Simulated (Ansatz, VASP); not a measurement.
# BN in VASP and in Ansatz

```
B N
1.0
     0.00000    1.80481    1.80481
     1.80481    0.00000    1.80481
     1.80481    1.80481    0.00000
B N
1 1
Direct
  0.01039 0.01039 0.98961
  0.75000 0.75000 0.75000
```

Change from the starting cell: all B atoms moved +0.037 Å, as atom 1 along Cartesian [0 0 1].

Alike in both runs: task single point; functional r2SCAN; k mesh 12 × 12 × 12; occupations gaussian, width 0.05 eV; no spin polarisation.

|  | VASP | Ansatz |
| --- | --- | --- |
| version | VASP 6.6.1 | Ansatz 0.2.0 |
| potentials or method | VASP PAW PBE potentials, release 64 (B, N), cutoff 520 eV | scalar-relativistic, plane waves, PAW |
| valence electrons in the cell | 8 | 8 |

```csv
,VASP,Ansatz,Ansatz less VASP
gap on the k mesh at the Fermi level (eV),4.63,4.65,+0.021
least direct gap on the mesh (eV),8.98,9.01,+0.030
pressure (GPa),1.6,0.5,-1.11
"traceless stress, the component that is largest in VASP (GPa)",-0.54,-0.41,+0.130
rms of the force components (eV/Å),0.529,0.528,-0.0010
```

VASP's potentials were made for PBE, not for r2SCAN. Atom by atom the forces differ by 0.001 eV/Å (rms over components).
